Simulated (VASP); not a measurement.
Runs of VASP 6.6.1 on BAs. The structure is that of space group F-43m (No. 216), or close to it. The cells are those of the table. 

```csv
cell,gap on the mesh (eV),pressure (GPa)
"a = 3.378, b = 3.328, c = 3.328 Å, angles 61.0, 59.5, 59.5°, 2 atoms",0.85,5.6
"a = 3.378, b = 3.344, c = 3.344 Å, angles 60.7, 59.7, 59.7°, 2 atoms",1.02,3.9
"a = 3.378, b = 3.412, c = 3.412 Å, angles 59.3, 60.3, 60.3°, 2 atoms",1.23,(a)
"a = 3.378, b = 3.361, c = 3.361 Å, angles 60.3, 59.8, 59.8°, 2 atoms",1.20,2.4
"a = 3.378, b = 3.437, c = 3.437 Å, angles 58.9, 60.6, 60.6°, 2 atoms",1.14,-3.8
"a = 3.378, b = 3.446, c = 3.446 Å, angles 58.7, 60.7, 60.7°, 2 atoms",(b),-4.4
"a = 3.378, b = 3.395, c = 3.395 Å, angles 59.7, 60.2, 60.2°, 2 atoms",1.30,-0.6
"a = 3.378, b = 3.429, c = 3.429 Å, angles 59.0, 60.5, 60.5°, 2 atoms",1.17,-3.2
```

Alike in all rows: task single point; level r2SCAN; potentials or basis VASP PAW PBE potentials, release 64 (B, As); no spin polarisation; k mesh 10 × 10 × 10; cutoff (eV) 520; smearing gaussian 0.05 eV.

Problem. Fill in the values left out.

Solution. (a) -1.9; (b) 1.11.

Caveats: the PAW data sets were made with another functional, which shifts forces and pressure a little.

A k mesh can miss the band edges, and the runs leave out spin-orbit coupling on As.
